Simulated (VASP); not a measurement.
## Re: relaxation of cell and atoms with r2SCAN

Crystal: Re.

```
Re
1.0
     2.75000    0.00000    0.00000
    -1.37500    2.38157    0.00000
     0.00000    0.00000    4.49075
Re
2
Direct
  0.33333 0.66667 0.25000
  0.66667 0.33333 0.75000
```

| Property | Result |
| --- | --- |
| Program | VASP 6.6.1 |
| Task | relaxation of cell and atoms |
| Functional | r2SCAN |
| Potentials or basis | VASP PAW PBE potentials, release 64 (Re) |
| Cutoff | 600 eV |
| k mesh | 11 × 11 × 6 |
| Occupations | fermi-dirac, width 0.1 eV |
| Spin | no spin polarisation |
| Dipole correction | no |
| Further INCAR settings | ALGO = Normal; EDIFF = 1e-06; IBRION = 2; EDIFFG = -0.03; NSW = 60; ISIF = 3 |

```yaml
Relaxed_volume: 14.71 Å³/atom
Relaxed_cell: a = 2.759 Å, b = 2.759 Å, c = 4.464 Å, α = 90.00°, β = 90.00°, γ = 120.00°
Space_group_after_relaxing_to_0.05_Å: P6_3/mmc (No. 194)
Energy_gained_by_relaxing: 1.1 meV/atom
Ionic_steps: 5
Pressure_after_relaxing: 0.1 GPa
Band_gap_on_the_k_mesh: zero (band 7 reaches 9.02 eV, above the bottom of band 8 at 5.93 eV)
```

The path:
```csv
step,energy change (eV),largest force (eV/Å),pressure (GPa),volume (Å³)
1,0.0000,0.0000,0.20,29.41
2,-0.0002,0.0000,-0.77,29.49
3,-0.0022,0.0000,-0.34,29.45
4,-0.0019,0.0000,1.22,29.33
5,-0.0022,0.0000,0.06,29.42
```

Final structure:
```xyz
2
Lattice="2.7588 0.0000 0.0000 -1.3794 2.3892 0.0000 0.0000 0.0000 4.4638" Properties=species:S:1:pos:R:3 pbc="T T T"
Re    0.0000    1.5928    1.1159
Re    1.3794    0.7964    3.3478
```

Levels at points of the mesh, in eV from the Fermi level:
```csv
k point,band 3,band 4,band 5,band 6,band 7,band 8,band 9,band 10,band 11
"(0.00, 0.00, 0.00)",-1.67,-1.63,-1.63,-0.77,-0.77,0.23,0.23,0.52,3.52
"(0.00, 0.00, 0.50)",-2.53,-2.53,-1.76,-1.76,-1.76,-1.76,2.66,2.66,2.66
```

Run time: 2.5 min on 1 thread of Intel(R) Xeon(R) 6975P-C (Granite Rapids) (shared host), peak memory 0.18 GiB.

Caveat: the PAW data sets were made with another functional, which shifts forces and pressure a little; spin-orbit coupling is left out, which moves the levels of the heavy elements.
